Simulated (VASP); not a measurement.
# KF (Fmmm) in VASP: notebook

Runs on KF. Level: PBE. Tasks: single point.

Everything below comes from runs of VASP 6.6.1. Logs are shortened: lines on timing, memory, paths and dates and some standing lists are left out, and cuts for length are marked.

## (1) The cell of the first run

Symmetry: Fmmm, No. 69, orthorhombic system. Conventional cell: a = 5.014 Å, b = 5.136 Å, c = 5.421 Å, α = 90.00°, β = 90.00°, γ = 90.00°. K (site symmetry mmm) has 6 F at 2.51 to 2.71 Å within 3.3 Å. F (site symmetry mmm) has 6 K at 2.51 to 2.71 Å within 3.3 Å.

## (2) Single point, PBE (normal strain along x -0.0525, normal strain along z -0.0750)

Input file INCAR:

```
PREC     = Accurate       # precision mode
ENCUT    = 520            # plane-wave cutoff, eV
EDIFF    = 1E-6           # SCF threshold, eV
ISMEAR   = 0              # smearing method
SIGMA    = 0.05           # smearing width, eV
LREAL    = False          # projectors in reciprocal space
LASPH    = True           # aspherical terms in the spheres
NELM     = 60             # most SCF steps
ALGO     = Normal         # electronic algorithm
ISIF     = 2              # what is computed and relaxed
LWAVE    = False          # write WAVECAR
LCHARG   = False          # write CHGCAR
GGA      = PE             # functional
NBANDS   = 15             # bands
```

Input file KPOINTS:

```
Automatic mesh
0
Gamma
  8 8 8
```

Input file POSCAR:

```
KF
1.0
    0.0000000000      2.7105354767      2.5072453159
    2.5682323642      0.0000000000      2.5072453159
    2.5682323642      2.7105354767      0.0000000000
K F
1 1
Direct
    0.0000000000      0.0000000000      0.0000000000
    0.5000000000      0.5000000000      0.5000000000
```

Potentials or basis: VASP PAW PBE potentials, release 64 (K_sv, F).

Command:

```bash
> cat potpaw_PBE.64/K_sv/POTCAR potpaw_PBE.64/F/POTCAR > POTCAR
> mpirun -np 1 vasp_std > vasp.out
```

OUTCAR:

```text
PREC = Accurate
   ENCUT = 520
   EDIFF = 1E-6
   ISMEAR = 0
   LREAL = False
   LASPH = True
   NELM = 60
   ISIF = 2
   GGA = PE

 ion  position               nearest neighbor table
   1  0.000  0.000  0.000-   2 2.51   2 2.51   2 2.57   2 2.57   2 2.71   2 2.71
   2  0.500  0.500  0.500-   1 2.51   1 2.51   1 2.57   1 2.57   1 2.71   1 2.71

  LATTYP: Found a face centered orthorhombic cell.
 ALAT       =     5.0144906318
 B/A-ratio  =     1.0243243244
 C/A-ratio  =     1.0810810811

  Lattice vectors:

 A1 = (   2.5682323642,   2.7105354767,   0.0000000000)
 A2 = (   0.0000000000,   2.7105354767,   2.5072453159)
 A3 = (   2.5682323642,   0.0000000000,   2.5072453159)

Analysis of symmetry for initial positions (statically):
=====================================================================
 Subroutine PRICEL returns:
 Original cell was already a primitive cell.

 Routine SETGRP: Setting up the symmetry group for a
 face centered orthorhombic supercell.

 Subroutine GETGRP returns: Found  8 space group operations
 (whereof  8 operations were pure point group operations)
 out of a pool of  8 trial point group operations.

The static configuration has the point symmetry D_2h.

Analysis of symmetry for dynamics (positions and initial velocities):
=====================================================================
 Subroutine PRICEL returns:
 Original cell was already a primitive cell.

 Routine SETGRP: Setting up the symmetry group for a
 face centered orthorhombic supercell.

 Subroutine GETGRP returns: Found  8 space group operations
 (whereof  8 operations were pure point group operations)
 out of a pool of  8 trial point group operations.

The dynamic configuration has the point symmetry D_2h.

 Subroutine INISYM returns: Found  8 space group operations
 (whereof  8 operations are pure point group operations),
 and found     1 'primitive' translations

----------------------------------------------------------------------------------------

                                     Primitive cell

  volume of cell :      34.9073

  direct lattice vectors                    reciprocal lattice vectors
     0.000000000  2.710535477  2.507245316    -0.194686434  0.184465396  0.199422050
     2.568232364  0.000000000  2.507245316     0.194686434 -0.184465396  0.199422050
     2.568232364  2.710535477  0.000000000     0.194686434  0.184465396 -0.199422050

  length of vectors
     3.692327402  3.589163768  3.734008576     0.334214667  0.334214667  0.334214667

  position of ions in fractional coordinates (direct lattice)
     0.000000000  0.000000000  0.000000000
     0.500000000  0.500000000  0.500000000

  ion indices of the primitive-cell ions
   primitive index   ion index
                 1           1
                 2           2

----------------------------------------------------------------------------------------

 KPOINTS: Automatic mesh

Automatic generation of k-mesh.
 Grid dimensions read from file:
 generate k-points for:    8    8    8

 Generating k-lattice:

  Cartesian coordinates                     Fractional coordinates (reciprocal lattice)
    -0.024335804  0.023058174  0.024927756     0.125000000  0.000000000  0.000000000
     0.024335804 -0.023058174  0.024927756     0.000000000  0.125000000  0.000000000
     0.024335804  0.023058174 -0.024927756     0.000000000  0.000000000  0.125000000

  Length of vectors
     0.041776833  0.041776833  0.041776833

  Shift w.r.t. Gamma in fractional coordinates (k-lattice)
     0.000000000  0.000000000  0.000000000

 Subroutine IBZKPT returns following result:
 ===========================================

 Found     95 irreducible k-points:

 Following reciprocal coordinates:
            Coordinates               Weight
  0.000000  0.000000  0.000000      1.000000
  0.125000  0.000000  0.000000      8.000000
  0.250000  0.000000  0.000000      8.000000
  0.375000  0.000000  0.000000      8.000000
  0.500000  0.000000  0.000000      4.000000
  0.125000  0.125000  0.000000      2.000000
[... 16 lines left out ...]
  0.250000  0.000000  0.125000      8.000000
  0.375000  0.000000  0.125000      8.000000
 [... further k-points ...]
   k-points           NKPTS =     95   k-points in BZ     NKDIM =     95   number of bands    NBANDS=     15
   number of dos      NEDOS =    301   number of ions     NIONS =      2
   total plane-waves  NPLWV =  21952
   dimension x,y,z NGX =    28 NGY =   28 NGZ =   28
   dimension x,y,z NGXF=    56 NGYF=   56 NGZF=   56
   ions per type =               1   1
   NGX,Y,Z   is equivalent  to a cutoff of  12.61, 12.97, 12.47 a.u.
   NGXF,Y,Z  is equivalent  to a cutoff of  25.21, 25.94, 24.93 a.u.
 SYSTEM =  unknown system
   PREC   = accura    normal or accurate (medium, high low for compatibility)
   ISTART =      0    job   : 0-new  1-cont  2-samecut
   ICHARG =      2    charge: 1-file 2-atom 10-const
   ISPIN  =      1    spin polarized calculation?
   LNONCOLLINEAR =      F non collinear calculations
   LSORBIT =      F    spin-orbit coupling
   LASPH  =      T    aspherical Exc in radial PAW
   ENCUT  =  520.0 eV  38.22 Ry    6.18 a.u.   6.87  6.67  6.94*2*pi/ulx,y,z
   NELM   =     60;   NELMIN=  2; NELMDL= -5     # of ELM steps
   EDIFF  = 0.1E-05   stopping-criterion for ELM
   LREAL  =      F    real-space projection
   EDIFFG = 0.1E-04   stopping-criterion for IOM
   NSW    =      0    number of steps for IOM
   IBRION =     -1    ionic relax: 0-MD 1-quasi-New 2-CG
   NFREE  =      0    steps in history (QN), initial steepest desc. (CG)
   ISIF   =      2    stress and relaxation
   ISYM   =      2    0-nonsym 1-usesym 2-fastsym
   POTIM  = 0.5000    time-step for ionic-motion
   TEBEG  =    0.0;   TEEND  =   0.0 temperature during run
   PSTRESS=    0.0 pullay stress
   NELECT =      16.0000    total number of electrons
   NUPDOWN=      -1.0000    fix difference up-down
   EMIN   =  10.00;   EMAX   =-10.00  energy-range for DOS
   EFERMI =   0.00;   METHOD = LEGACY
   ISMEAR =     0;   SIGMA  =   0.05  broadening in eV -4-tet -1-fermi 0-gaus
   EFERMI_NEDOS =   21; number of points for ismear=-14 and -15
   IALGO  =     38    algorithm
   IMIX   =      4    mixing-type and parameters
     AMIX     =   0.40;   BMIX     =  1.00
     AMIX_MAG =   1.60;   BMIX_MAG =  1.00
  volume/ion in A,a.u.               =      17.45       117.78
  Fermi-wavevector in a.u.,A,eV,Ry     =   1.262242  2.385292 21.677560  1.593256
  Thomas-Fermi vector in A             =   2.395660
   LORBIT       =      0    0 simple, 1 ext, 2 COOP (PROOUT), +10 PAW based schemes
   GGA     = PE    functional components
   LHFCALC =     F    Hartree Fock is set to
   AEXX    =    0.0000 exact exchange contribution
   IVDW    =     0    specifies the selected vdW correction
   LEPSILON=     F    determine dielectric tensor
   LRPA    =     F    only Hartree local field effects (RPA)
 non-spin polarized calculation
 Gauss-broadening in eV      SIGMA  =   0.05
  energy-cutoff  :      520.00
  volume of cell :       34.91
 maximum number of plane-waves:       962
   NGX = 13   NGY = 13   NGZ = 13

 number of electron      16.0000001 magnetization

 Free energy of the ion-electron system (eV)
  ---------------------------------------------------
  ext. energy  EPLUGINS =         0.00000000
  ---------------------------------------------------
  free energy    TOTEN  =        -8.18882633 eV

  energy without entropy =       -8.18882633  energy(sigma->0) =       -8.18882633

 E-fermi :  -2.1801     XC(G=0):  -8.8084

 val. band max:       -2.4650084330   @ k =   0.0000   0.0000   0.0000
 cond. band min:       4.0721193841   @ k =   0.0000   0.0000   0.0000
 fundamental gap:      6.5371278170
 Fermi energy:        -2.1801458807

 k-point     1 :       0.0000    0.0000    0.0000
  band No.  band energies     occupation
      1     -28.4409      2.00000
      2     -21.2547      2.00000
      3     -11.6256      2.00000
      4     -11.6192      2.00000
      5     -11.6065      2.00000
      6      -2.6263      2.00000
      7      -2.5320      2.00000
      8      -2.4650      2.00000
      9       4.0721      0.00000
     10       8.1198      0.00000
     11       8.4678      0.00000
     12       8.6109      0.00000
     13       9.8656      0.00000
     14      10.5497      0.00000
     15      15.0238      0.00000

 k-point     2 :       0.1250    0.0000    0.0000
  band No.  band energies     occupation
      1     -28.4197      2.00000
      2     -21.2772      2.00000
      3     -11.6677      2.00000
      4     -11.6286      2.00000
      5     -11.6115      2.00000
      6      -2.7272      2.00000
      7      -2.6296      2.00000
      8      -2.5626      2.00000
      9       4.5350      0.00000
     10       8.0991      0.00000
     11       8.5321      0.00000
     12       8.7733      0.00000
     13      10.0468      0.00000
     14      10.7239      0.00000
     15      15.8378      0.00000

 k-point     3 :       0.2500    0.0000    0.0000
  band No.  band energies     occupation
      1     -28.3679      2.00000
      2     -21.3326      2.00000
      3     -11.7808      2.00000
      4     -11.6544      2.00000
      5     -11.6069      2.00000
      6      -3.0416      2.00000
      7      -2.7882      2.00000
      8      -2.7495      2.00000
      9       5.6648      0.00000
     10       7.8420      0.00000
     11       9.0633      0.00000
     12       9.3403      0.00000
     13      10.6125      0.00000
     14      11.2171      0.00000
     15      16.9555      0.00000
[... 343 lines left out ...]
 k-point    23 :       0.2500    0.0000    0.1250
  band No.  band energies     occupation
      1     -28.3809      2.00000
      2     -21.2999      2.00000
      3     -11.7839      2.00000
      4     -11.6785      2.00000
      5     -11.6663      2.00000
      6      -3.0254      2.00000
      7      -2.6441      2.00000
      8      -2.5755      2.00000
      9       5.5535      0.00000
     10       7.3840      0.00000
     11       9.2900      0.00000
     12       9.5002      0.00000
     13      10.2767      0.00000
     14      11.0028      0.00000
     15      17.1841      0.00000

 k-point    24 :       0.3750    0.0000    0.1250
  band No.  band energies     occupation
      1     -28.3289      2.00000
      2     -21.3517      2.00000
      3     -11.9070      2.00000
      4     -11.7150      2.00000
      5     -11.6651      2.00000
      6      -3.1876      2.00000
      7      -2.8451      2.00000
      8      -2.7606      2.00000
      9       6.6365      0.00000
     10       7.5907      0.00000
     11       9.5431      0.00000
     12      10.0835      0.00000
     13      11.0973      0.00000
     14      11.7179      0.00000
     15      15.7749      0.00000

 [... further k-points ...]
[... 5 lines left out ...]
  --------------------------------------------------------------------------------------
  -------------------------------------------------------------------------------------
  Total        1.4105356      0.4607072      2.0178129      0.0000000      0.0000000      0.0000000
  in kB       64.7408501     21.1455677     92.6137012      0.0000000      0.0000000      0.0000000
  external PRESSURE =      59.5000396 kB  Pullay stress =       0.0000000 kB

 VOLUME and BASIS-vectors are now :
 -----------------------------------------------------------------------------
  energy-cutoff  :      520.00
  volume of cell :       34.91
      direct lattice vectors                 reciprocal lattice vectors
     0.000000000  2.710535477  2.507245316    -0.194686434  0.184465396  0.199422050
     2.568232364  0.000000000  2.507245316     0.194686434 -0.184465396  0.199422050
     2.568232364  2.710535477  0.000000000     0.194686434  0.184465396 -0.199422050

 POSITION                                       TOTAL-FORCE (eV/Angst)
 -----------------------------------------------------------------------------------
      0.00000      0.00000      0.00000         0.000000      0.000000      0.000000
      2.56823      2.71054      2.50725         0.000000      0.000000      0.000000
 -----------------------------------------------------------------------------------
    total drift:                                0.000000      0.000000      0.000000

  FREE ENERGIE OF THE ION-ELECTRON SYSTEM (eV)
  ---------------------------------------------------
  free  energy   TOTEN  =        -8.1888263293 eV

  energy  without entropy=       -8.1888263293  energy(sigma->0) =       -8.18882633
```

It took 20 s on 1 thread of Intel Xeon 6975P-C (Granite Rapids), shared host; peak memory 0.18 GiB.

What came out:

```yaml
Free_energy: -8.1888 eV
Pressure: 6.0 GPa
Band_gap_on_the_k_mesh: 6.54 eV, direct
```

Caveat: the cell differs from its parent crystal (normal strain along x -0.0525, normal strain along z -0.0750). A k mesh can miss the band edges.

## (3) Single point, PBE (normal strain along x -0.0700, normal strain along z -0.0375)

Input file INCAR:

```
ALGO = Normal
EDIFF = 1E-6
ENCUT = 520
GGA = PE
ISIF = 2
ISMEAR = 0
LASPH = True
LCHARG = False
LREAL = False
LWAVE = False
NBANDS = 15
NELM = 80
PREC = Accurate
SIGMA = 0.05
```

Input file KPOINTS:

```
k-points
0
Gamma
  8 8 8
```

Input file POSCAR:

```
KF
1.0
    0.0000000000      2.7105354767      2.6088903963
    2.5207979933      0.0000000000      2.6088903963
    2.5207979933      2.7105354767      0.0000000000
K F
1 1
Direct
    0.0000000000      0.0000000000      0.0000000000
    0.5000000000      0.5000000000      0.5000000000
```

Potentials or basis: VASP PAW PBE potentials, release 64 (K_sv, F).

Command:

```bash
> cat potpaw_PBE.64/K_sv/POTCAR potpaw_PBE.64/F/POTCAR > POTCAR
> mpirun -np 1 vasp_std > vasp.out
```

Run time: 19 s. Hardware: 1 thread of Intel Xeon 6975P-C (Granite Rapids), shared host; peak memory 0.18 GiB.

The run converged. Its results:

```yaml
Free_energy: -8.2188 eV
Pressure: 4.7 GPa
Band_gap_on_the_k_mesh: 6.43 eV, direct
```

Stress tensor (GPa, compression positive):
```
7.99 0.00 0.00
0.00 1.75 0.00
0.00 0.00 4.49
```

Levels at points of the mesh, in eV from the valence-band top:
```
           k point  band 5  band 6  band 7  band 8  band 9  band 10  band 11  band 12
(0.00, 0.00, 0.00)   -9.22   -0.15   -0.08    0.00    6.43    10.58    10.82    11.02
(0.50, 0.00, 0.00)   -9.21   -0.96   -0.50   -0.49    9.26    11.03    12.14    12.54
(0.50, 0.50, 0.00)   -9.44   -0.25   -0.20   -0.02    8.19    10.59    12.29    13.89
(0.50, 0.00, 0.50)   -9.41   -0.35   -0.12   -0.03    8.32    10.61    11.93    13.93
(0.00, 0.50, 0.50)   -9.50   -0.20   -0.13   -0.12    8.04    10.65    12.61    13.89
```

Caveat: the cell differs from its parent crystal (normal strain along x -0.0700, normal strain along z -0.0375). A k mesh can miss the band edges.

## (4) Single point, PBE (normal strain along x -0.0525, normal strain along z -0.0375)

Input file INCAR:

```
SYSTEM = KF
PREC     = Accurate       ! precision mode
ENCUT    = 520            ! plane-wave cutoff, eV
EDIFF    = 1E-7           ! SCF threshold, eV
ISMEAR   = 0              ! smearing method
SIGMA    = 0.05           ! smearing width, eV
LREAL    = .FALSE.        ! projectors in reciprocal space
LASPH    = .TRUE.         ! aspherical terms in the spheres
NELM     = 60             ! most SCF steps
ALGO     = Normal         ! electronic algorithm
ISIF     = 2              ! what is computed and relaxed
LWAVE    = .FALSE.        ! write WAVECAR
LCHARG   = .FALSE.        ! write CHGCAR
GGA      = PE             ! functional
NBANDS   = 15             ! bands
```

Input file KPOINTS:

```
Automatic mesh
0
G
  8 8 8
  0 0 0
```

Input file POSCAR:

```
KF
1.0
    0.0000000000      2.7105354767      2.6088903963
    2.5682323642      0.0000000000      2.6088903963
    2.5682323642      2.7105354767      0.0000000000
K F
1 1
Direct
    0.0000000000      0.0000000000      0.0000000000
    0.5000000000      0.5000000000      0.5000000000
```

Command:

```bash
> cat potpaw_PBE.64/K_sv/POTCAR potpaw_PBE.64/F/POTCAR > POTCAR
> mpirun -np 1 vasp_std > vasp.out
```

Run time: 26 s. Hardware: 1 thread of Intel Xeon 6975P-C (Granite Rapids), shared host; peak memory 0.18 GiB.

The run converged. Its results:

- Free energy: -8.2477 eV
- Pressure: 3.7 GPa
- Band gap on the k mesh: 6.37 eV, direct

Stress tensor (GPa, compression positive):
```
5.48 0.00 0.00
0.00 1.43 0.00
0.00 0.00 4.07
```

Levels at points of the mesh, in eV from the valence-band top:
```
           k point  band 5  band 6  band 7  band 8  band 9  band 10  band 11  band 12
(0.00, 0.00, 0.00)   -9.25   -0.10   -0.03    0.00    6.37    10.60    10.83    10.92
(0.50, 0.00, 0.00)   -9.26   -0.90   -0.45   -0.43    9.22    10.93    12.13    12.43
(0.50, 0.50, 0.00)   -9.48   -0.21   -0.15   -0.04    8.18    10.53    12.23    13.82
(0.50, 0.00, 0.50)   -9.46   -0.31   -0.08   -0.04    8.31    10.54    11.87    13.86
(0.00, 0.50, 0.50)   -9.51   -0.16   -0.15   -0.08    8.12    10.56    12.38    13.82
```

Caveat: the cell differs from its parent crystal (normal strain along x -0.0525, normal strain along z -0.0375).

## (5) The runs side by side

| cell | gap on the mesh (eV) | pressure (GPa) |
| --- | --- | --- |
| a = 3.692, b = 3.589, c = 3.734 Å, angles 60.5, 57.8, 61.7°, 2 atoms | 6.54 | 6.0 |
| a = 3.762, b = 3.628, c = 3.702 Å, angles 61.8, 58.2, 60.1°, 2 atoms | 6.43 | 4.7 |
| a = 3.762, b = 3.661, c = 3.734 Å, angles 61.2, 58.5, 60.4°, 2 atoms | 6.37 | 3.7 |

Alike in all rows: task single point; level PBE; potentials or basis VASP PAW PBE potentials, release 64 (K_sv, F); no spin polarisation; k mesh 8 × 8 × 8; cutoff (eV) 520; smearing gaussian 0.05 eV.

Total energies depend on the potentials used, so only differences within one code and one set of settings carry meaning.
